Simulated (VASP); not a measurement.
Input of a VASP 6.6.1 run:

Contents of INCAR:

```
ALGO = Normal
EDIFF = 1E-6
ENCUT = 520
GGA = PE
ISIF = 2
ISMEAR = 0
LASPH = T
LCHARG = T
LELF = T
LREAL = F
LVHAR = T
LWAVE = F
NBANDS = 11
NELM = 80
PREC = Accurate
SIGMA = 0.017
```

Contents of KPOINTS:

```
k-points
0
Gamma
  8 8 8
```

The input POSCAR:

```
BeTe
1.0
    0.0000000000      2.7700000000      2.7700000000
    2.7700000000      0.0000000000      2.7700000000
    2.7700000000      2.7700000000      0.0000000000
Te Be
1 1
Direct
    0.7500000000      0.7500000000      0.7500000000
    0.0000000000      0.0000000000      0.0000000000
```

Potentials or basis: VASP PAW PBE potentials, release 64 (Te, Be).

The run is started by

```sh
$ cat potpaw_PBE.64/Te/POTCAR potpaw_PBE.64/Be/POTCAR > POTCAR
$ mpirun -np 1 vasp_std > vasp.out
```

(1) Predict the pressure.

(2) What does it give for the band gap on the k mesh?

Answers

(1) 4.5 GPa.

(2) 1.85 eV, indirect (least direct gap 3.56 eV).

Caveat: spin-orbit coupling is left out, which moves the levels of the heavy elements.
